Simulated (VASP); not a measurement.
# C (Im-3m) in VASP: a series of runs

Runs on C. Level: LDA. Tasks: single point, relaxation of cell and atoms.

Everything below comes from runs of VASP 6.6.1. Logs are shortened: lines on timing, memory, paths and dates and some standing lists are left out, and cuts for length are marked.

### Step 1. The cell of the first run

The structure is cubic, space group Im-3m (No. 229). Conventional cell: a = 4.821 Å, b = 4.821 Å, c = 4.821 Å, α = 90.00°, β = 90.00°, γ = 90.00°. C (site symmetry 3m) has 4 C at 1.46 to 1.57 Å within 1.9 Å.

### Step 2. Single point, LDA

The input, INCAR:

```
SYSTEM = C
PREC = Accurate
ENCUT = 520
EDIFF = 1E-7
ISMEAR = 0
SIGMA = 0.02
LREAL = .False.
LASPH = .True.
NELM = 80
ALGO = Normal
ISIF = 2
LWAVE = .False.
LCHARG = .False.
GGA = CA
NBANDS = 26
```

The input, KPOINTS:

```
Automatic mesh
0
Gamma
  8 8 8
  0 0 0
```

The input, POSCAR:

```
C
1.0
   -2.4103983070      2.4103983070      2.4103983070
    2.4103983070     -2.4103983070      2.4103983070
    2.4103983070      2.4103983070     -2.4103983070
C
8
Direct
    0.3254710870      0.0000000000      0.0000000000
    0.6745289130      0.6745289130      0.6745289130
    0.0000000000      0.3254710870      0.0000000000
    0.0000000000      0.0000000000      0.3254710870
    0.0000000000      0.6745289130      0.0000000000
    0.3254710870      0.3254710870      0.3254710870
    0.6745289130      0.0000000000      0.0000000000
    0.0000000000      0.0000000000      0.6745289130
```

Potentials or basis: VASP PAW LDA potentials, release 64 (C).

The run is started by

```
$ cat potpaw_LDA.64/C/POTCAR > POTCAR
$ mpirun -np 1 vasp_std > vasp.out
```

OUTCAR:

```text
SYSTEM = C
   PREC = Accurate
   ENCUT = 520
   EDIFF = 1E-7
   ISMEAR = 0
   LREAL = .False.
   LASPH = .True.
   NELM = 80
   ISIF = 2
   GGA = CA

 ion  position               nearest neighbor table
   1  0.325  0.000  0.000-   7 1.46   6 1.57   5 1.57   8 1.57
   2  0.675  0.675  0.675-   6 1.46   5 1.57   7 1.57   8 1.57
   3  0.000  0.325  0.000-   5 1.46   6 1.57   7 1.57   8 1.57
   4  0.000  0.000  0.325-   8 1.46   6 1.57   7 1.57   5 1.57
   5  0.000  0.675  0.000-   3 1.46   2 1.57   1 1.57   4 1.57
   6  0.325  0.325  0.325-   2 1.46   1 1.57   3 1.57   4 1.57
   7  0.675  0.000  0.000-   1 1.46   2 1.57   3 1.57   4 1.57
   8  0.000  0.000  0.675-   4 1.46   2 1.57   3 1.57   1 1.57

  LATTYP: Found a body centered cubic cell.
 ALAT       =     4.8207966140

  Lattice vectors:

 A1 = (  -2.4103983070,   2.4103983070,   2.4103983070)
 A2 = (   2.4103983070,  -2.4103983070,   2.4103983070)
 A3 = (   2.4103983070,   2.4103983070,  -2.4103983070)

Analysis of symmetry for initial positions (statically):
=====================================================================
 Subroutine PRICEL returns:
 Original cell was already a primitive cell.

 Routine SETGRP: Setting up the symmetry group for a
 body centered cubic supercell.

 Subroutine GETGRP returns: Found 48 space group operations
 (whereof 48 operations were pure point group operations)
 out of a pool of 48 trial point group operations.

The static configuration has the point symmetry O_h .

Analysis of symmetry for dynamics (positions and initial velocities):
=====================================================================
 Subroutine PRICEL returns:
 Original cell was already a primitive cell.

 Routine SETGRP: Setting up the symmetry group for a
 body centered cubic supercell.

 Subroutine GETGRP returns: Found 48 space group operations
 (whereof 48 operations were pure point group operations)
 out of a pool of 48 trial point group operations.

The dynamic configuration has the point symmetry O_h .

 Subroutine INISYM returns: Found 48 space group operations
 (whereof 48 operations are pure point group operations),
 and found     1 'primitive' translations

----------------------------------------------------------------------------------------

                                     Primitive cell

  volume of cell :      56.0178

[... 99 lines left out ...]
   NELM   =     80;   NELMIN=  2; NELMDL= -5     # of ELM steps
   EDIFF  = 0.1E-06   stopping-criterion for ELM
   LREAL  =      F    real-space projection
   EDIFFG = 0.1E-05   stopping-criterion for IOM
   NSW    =      0    number of steps for IOM
   IBRION =     -1    ionic relax: 0-MD 1-quasi-New 2-CG
   NFREE  =      0    steps in history (QN), initial steepest desc. (CG)
   ISIF   =      2    stress and relaxation
   ISYM   =      2    0-nonsym 1-usesym 2-fastsym
   POTIM  = 0.5000    time-step for ionic-motion
   TEBEG  =    0.0;   TEEND  =   0.0 temperature during run
   PSTRESS=    0.0 pullay stress
   NELECT =      32.0000    total number of electrons
   NUPDOWN=      -1.0000    fix difference up-down
   EMIN   =  10.00;   EMAX   =-10.00  energy-range for DOS
   EFERMI =   0.00;   METHOD = LEGACY
   ISMEAR =     0;   SIGMA  =   0.02  broadening in eV -4-tet -1-fermi 0-gaus
   EFERMI_NEDOS =   21; number of points for ismear=-14 and -15
   IALGO  =     38    algorithm
   IMIX   =      4    mixing-type and parameters
     AMIX     =   0.40;   BMIX     =  1.00
     AMIX_MAG =   1.60;   BMIX_MAG =  1.00
  volume/ion in A,a.u.               =       7.00        47.25
  Fermi-wavevector in a.u.,A,eV,Ry     =   1.358364  2.566935 25.104810  1.845151
  Thomas-Fermi vector in A             =   2.485203
   LORBIT       =      0    0 simple, 1 ext, 2 COOP (PROOUT), +10 PAW based schemes
   GGA     = CA    functional components
   LHFCALC =     F    Hartree Fock is set to
   AEXX    =    0.0000 exact exchange contribution
   IVDW    =     0    specifies the selected vdW correction
   LEPSILON=     F    determine dielectric tensor
   LRPA    =     F    only Hartree local field effects (RPA)
 non-spin polarized calculation
 Gauss-broadening in eV      SIGMA  =   0.02
  energy-cutoff  :      520.00
  volume of cell :       56.02
 maximum number of plane-waves:      1526
   NGX = 15   NGY = 15   NGZ = 15

 number of electron      32.0000005 magnetization

 Free energy of the ion-electron system (eV)
  ---------------------------------------------------
  ext. energy  EPLUGINS =         0.00000000
  ---------------------------------------------------
  free energy    TOTEN  =       -75.27820315 eV

  energy without entropy =      -75.27820315  energy(sigma->0) =      -75.27820315

 E-fermi :   7.0536     XC(G=0): -12.0130

 val. band max:        6.8738198871   @ k =   0.5000   0.5000   0.5000
 cond. band min:       9.9025919924   @ k =   0.1250   0.1250   0.1250
 fundamental gap:      3.0287721053
 Fermi energy:         7.0535541649

 k-point     1 :       0.0000    0.0000    0.0000
  band No.  band energies     occupation
      1     -14.1400      2.00000
      2      -5.9234      2.00000
      3      -5.9234      2.00000
      4      -5.9234      2.00000
      5      -4.8698      2.00000
      6      -4.8698      2.00000
[... 685 lines left out ...]
     25      17.0176      0.00000
     26      17.7851      0.00000

 [... further k-points ...]
[... 5 lines left out ...]
  --------------------------------------------------------------------------------------
  -------------------------------------------------------------------------------------
  Total        0.3765656      0.3765656      0.3765656      0.0000000      0.0000000     -0.0000000
  in kB       10.7702262     10.7702262     10.7702262      0.0000000      0.0000000     -0.0000000
  external PRESSURE =      10.7702262 kB  Pullay stress =       0.0000000 kB

 VOLUME and BASIS-vectors are now :
 -----------------------------------------------------------------------------
  energy-cutoff  :      520.00
  volume of cell :       56.02
      direct lattice vectors                 reciprocal lattice vectors
    -2.410398307  2.410398307  2.410398307     0.000000000  0.207434596  0.207434596
     2.410398307 -2.410398307  2.410398307     0.207434596  0.000000000  0.207434596
     2.410398307  2.410398307 -2.410398307     0.207434596  0.207434596  0.000000000

 POSITION                                       TOTAL-FORCE (eV/Angst)
 -----------------------------------------------------------------------------------
     -0.78451      0.78451      0.78451        -0.028492      0.028492      0.028492
      1.62588      1.62588      1.62588        -0.028492     -0.028492     -0.028492
      0.78451     -0.78451      0.78451         0.028492     -0.028492      0.028492
      0.78451      0.78451     -0.78451         0.028492      0.028492     -0.028492
      1.62588     -1.62588      1.62588        -0.028492      0.028492     -0.028492
      0.78451      0.78451      0.78451         0.028492      0.028492      0.028492
     -1.62588      1.62588      1.62588         0.028492     -0.028492     -0.028492
      1.62588      1.62588     -1.62588        -0.028492     -0.028492      0.028492
 -----------------------------------------------------------------------------------
    total drift:                               -0.000000      0.000000      0.000000

  FREE ENERGIE OF THE ION-ELECTRON SYSTEM (eV)
  ---------------------------------------------------
  free  energy   TOTEN  =       -75.2782031461 eV

  energy  without entropy=      -75.2782031461  energy(sigma->0) =      -75.27820315
```

OSZICAR:

```text
N       E                     dE             d eps       ncg     rms          rms(c)
DAV:   1     0.801266294729E+02    0.80127E+02   -0.16524E+04  1508   0.118E+03
DAV:   2    -0.727721075407E+02   -0.15290E+03   -0.14060E+03  2040   0.239E+02
DAV:   3    -0.794812697051E+02   -0.67092E+01   -0.66344E+01  1990   0.450E+01
DAV:   4    -0.795697638622E+02   -0.88494E-01   -0.88371E-01  1976   0.584E+00
DAV:   5    -0.795718971358E+02   -0.21333E-02   -0.21324E-02  2038   0.838E-01    0.116E+01
DAV:   6    -0.762750983686E+02    0.32968E+01   -0.28186E+00  1842   0.853E+00    0.657E+00
DAV:   7    -0.752833959848E+02    0.99170E+00   -0.23662E+00  1896   0.798E+00    0.186E+00
DAV:   8    -0.752782706669E+02    0.51253E-02   -0.13197E-01  1784   0.213E+00    0.486E-01
DAV:   9    -0.752784888698E+02   -0.21820E-03   -0.10705E-02  1952   0.573E-01    0.137E-01
DAV:  10    -0.752782102807E+02    0.27859E-03   -0.17100E-03  1984   0.223E-01    0.319E-02
DAV:  11    -0.752782135897E+02   -0.33090E-05   -0.36897E-05  1832   0.390E-02    0.246E-02
DAV:  12    -0.752782030434E+02    0.10546E-04   -0.29106E-05  1906   0.285E-02    0.339E-03
DAV:  13    -0.752782031479E+02   -0.10449E-06   -0.86144E-07  1942   0.513E-03    0.991E-04
DAV:  14    -0.752782031461E+02    0.17296E-08   -0.14148E-08  1214   0.813E-04
   1 F= -.75278203E+02 E0= -.75278203E+02  d E =-.557367E-39
```

It took 38 s on 1 thread of Intel Xeon Platinum 8259CL at 2.50GHz (Skylake/Cascade Lake), shared host; peak memory 0.16 GiB.

Results:

```
Free energy            : -75.2782 eV
Pressure               : 1.1 GPa
Largest force          : 0.049 eV/Å
Band gap on the k mesh : 3.03 eV, indirect (least direct gap 3.82 eV)
```

Forces in eV/Å, atoms in the order of the input:
```
C   -0.028  0.028  0.028
C   -0.028 -0.028 -0.028
C    0.028 -0.028  0.028
C    0.028  0.028 -0.028
C   -0.028  0.028 -0.028
C    0.028  0.028  0.028
C    0.028 -0.028 -0.028
C   -0.028 -0.028  0.028
```

Levels at points of the mesh, in eV from the valence-band top:
```csv
k point,band 12,band 13,band 14,band 15,band 16,band 17,band 18,band 19,band 20,band 21
"(0.00, 0.00, 0.00)",-5.35,-5.35,-0.33,-0.33,-0.33,4.09,4.09,4.09,7.85,8.61
"(0.50, 0.00, 0.00)",-4.57,-3.16,-3.09,-2.36,-2.17,3.87,5.51,5.82,6.42,7.08
"(0.50, 0.50, 0.50)",-6.11,-6.11,0.00,0.00,0.00,3.82,5.88,5.88,5.88,8.49
```

(Continued in part 2 of 2.)
